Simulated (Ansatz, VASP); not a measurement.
## Ru in VASP and in Ansatz

```
Ru
1.0
     0.00000    1.91343    1.91343
     1.91343    0.00000    1.91343
     1.91343    1.91343    0.00000
Ru
1
Direct
  0.00000 0.00000 0.00000
```

Alike in both runs: task single point; functional PBE; k mesh 18 × 18 × 18; occupations gaussian, width 0.1 eV; no spin polarisation.

```csv
,VASP,Ansatz
version,VASP 6.6.1,Ansatz 0.2.0
potentials or method,"VASP PAW PBE potentials, release 64 (Ru_pv), cutoff 520 eV","scalar-relativistic, plane waves, PAW"
valence electrons in the cell,14,16
```

```tsv
	VASP	Ansatz	Ansatz less VASP
gap on the k mesh at the Fermi level (eV)	none	none	-
pressure (GPa)	-4.0	-3.9	+0.10
```

A gap of «none» marks a metal or a gap that the smearing closes. VASP's potentials hold 14 valence electrons a cell and Ansatz's 16, so a difference there can come from the potentials and not from the codes.
